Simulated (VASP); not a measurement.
Here is a VASP 6.6.1 calculation.

File INCAR:

```
SYSTEM = MgB2
ALGO = Normal
EDIFF = 1E-7
ENCUT = 520
GGA = PS
ISIF = 2
ISMEAR = -1
LASPH = .TRUE.
LCHARG = .FALSE.
LREAL = .FALSE.
LWAVE = .FALSE.
NBANDS = 11
NELM = 100
PREC = Accurate
SIGMA = 0.05
```

The input KPOINTS:

```
k-points
0
G
  10 10 8
  0 0 0
```

POSCAR

```
MgB2
1.0
    3.0220231454      0.0000000000      0.0000000000
   -1.5110115727      2.6171488148      0.0000000000
    0.0000000000      0.0000000000      3.4510818610
Mg B
1 2
Direct
    0.0000000000      0.0000000000      0.0000000000
    0.6666666667      0.3333333333      0.5000000000
    0.3333333333      0.6666666667      0.5000000000
```

Potentials or basis: VASP PAW PBE potentials, release 64 (Mg, B).

The run is started by

```sh
$ cat potpaw_PBE.64/Mg/POTCAR potpaw_PBE.64/B/POTCAR > POTCAR
$ mpirun -np 1 vasp_std > vasp.out
```

Question: Predict the pressure.

Answer: 7.1 GPa.

Question: What does it give for the band gap on the k mesh?

Answer: Zero (band 4 reaches 6.80 eV, above the bottom of band 5 at 4.22 eV).

Stress tensor (GPa, compression positive):
```
8.48 0.00 0.00
0.00 8.48 0.00
0.00 0.00 4.21
```

Caveat: the PAW data sets were made with another functional, which shifts forces and pressure a little.
